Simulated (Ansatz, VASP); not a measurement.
# Pb: VASP beside Ansatz

```
Pb
1.0
     0.00000    2.46980    2.43275
     2.46980    0.00000    2.43275
     2.46980    2.46980    0.00000
Pb
1
Direct
  0.00000 0.00000 0.00000
```

Change from the starting cell: strain -0.0150 x Voigt [0, 0, 1, 0, 0, 0], atoms carried along.

Alike in both runs: task single point; functional PBE; k mesh 16 × 16 × 16; occupations gaussian, width 0.15 eV; no spin polarisation.

|  | VASP | Ansatz |
| --- | --- | --- |
| version | VASP 6.6.1 | Ansatz 0.2.0 |
| potentials or method | VASP PAW PBE potentials, release 64 (Pb_d), cutoff 520 eV | scalar-relativistic, plane waves, PAW |
| valence electrons in the cell | 14 | 14 |

VASP gave:

| Item | Value |
| --- | --- |
| gap on the k mesh at the Fermi level (eV) | none |
| pressure (GPa) | 3.4 |
| traceless stress, the component that is largest in VASP (GPa) | 0.20 |

Question: Estimate Ansatz's values.

Answer: gap on the k mesh at the Fermi level (eV): none; pressure (GPa): 3.5; traceless stress, the component that is largest in VASP (GPa): 0.20.

A gap of «none» marks a metal or a gap that the smearing closes. The functional is the same, so the differences come from potentials, cutoffs and numerics.

Neither program's run includes spin-orbit coupling.
